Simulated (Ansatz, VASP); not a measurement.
**Mg2Si in VASP and in Ansatz**

The input INCAR:

```
SYSTEM = Mg2Si
PREC     = Accurate       ! precision mode
ENCUT    = 600            ! plane-wave cutoff, eV
EDIFF    = 1E-6           ! SCF threshold, eV
ISMEAR   = 1              ! smearing method
SIGMA    = 0.1            ! smearing width, eV
LREAL    = .FALSE.        ! projectors in reciprocal space
LASPH    = .TRUE.         ! aspherical terms in the spheres
NELM     = 120            ! most SCF steps
ALGO     = Normal         ! electronic algorithm
ISIF     = 2              ! what is computed and relaxed
LWAVE    = .FALSE.        ! write WAVECAR
LCHARG   = .FALSE.        ! write CHGCAR
GGA      = PE             ! functional
IVDW     = 12             ! dispersion correction
NBANDS   = 11             ! bands
GGA_COMPAT= .FALSE.
```

KPOINTS

```
regular mesh
0
G
  4 4 4
  0 0 0
```

File POSCAR:

```
Mg2Si
1.0
    0.0000000000      3.1698179195      3.1698179195
    3.1698179195      0.0000000000      3.1698179195
    3.1698179195      3.1698179195      0.0000000000
Mg Si
2 1
Direct
    0.2500000000      0.2500000000      0.2500000000
    0.7500000000      0.7500000000      0.7500000000
    0.0000000000      0.0000000000      0.0000000000
```

Input for Ansatz:

```yaml
crystal:
  lattice:
    - [0.0, 3.1698179195, 3.1698179195]
    - [3.1698179195, 0.0, 3.1698179195]
    - [3.1698179195, 3.1698179195, 0.0]
  atoms:
    - { symbol: Mg, position: [0.25, 0.25, 0.25] }
    - { symbol: Mg, position: [0.75, 0.75, 0.75] }
    - { symbol: Si, position: [0.0, 0.0, 0.0] }
basis:
  ecutwfc: 420
  ecutrho_ratio: 6
kpoints:
  mp_grid: { grid: [4, 4, 4] }
hamiltonian:
  xc: pbe
  dispersion: d3bj
scf:
  occupations: { method: methfessel_paxton }
  convergence: { dr2_threshold: "1e-11 eV" }
output:
  forces: true
  stress: true
  eigenvalues: true
```

Alike in both runs: task single point; functional PBE; dispersion D3(BJ); k mesh 4 × 4 × 4; no spin polarisation.

```csv
,VASP,Ansatz
version,VASP 6.6.1,Ansatz 0.2.0
potentials or method,"VASP PAW PBE potentials, release 64 (Mg, Si), cutoff 600 eV","scalar-relativistic, plane waves, PAW"
occupations,"methfessel-paxton of order 1, width 0.1 eV",methfessel-paxton of order 1
valence electrons in the cell,8,24
```

|  | VASP | Ansatz | Ansatz less VASP |
| --- | --- | --- | --- |
| gap on the k mesh at the Fermi level (eV) | 0.16 | 0.17 | +0.002 |
| least direct gap on the mesh (eV) | 1.90 | 1.90 | +0.002 |
| pressure (GPa) | -1.9 | -1.8 | +0.13 |

VASP's potentials hold 8 valence electrons a cell and Ansatz's 24, so a difference there can come from the potentials and not from the codes.

The k mesh is coarse, so the values compare programs but aren't converged.
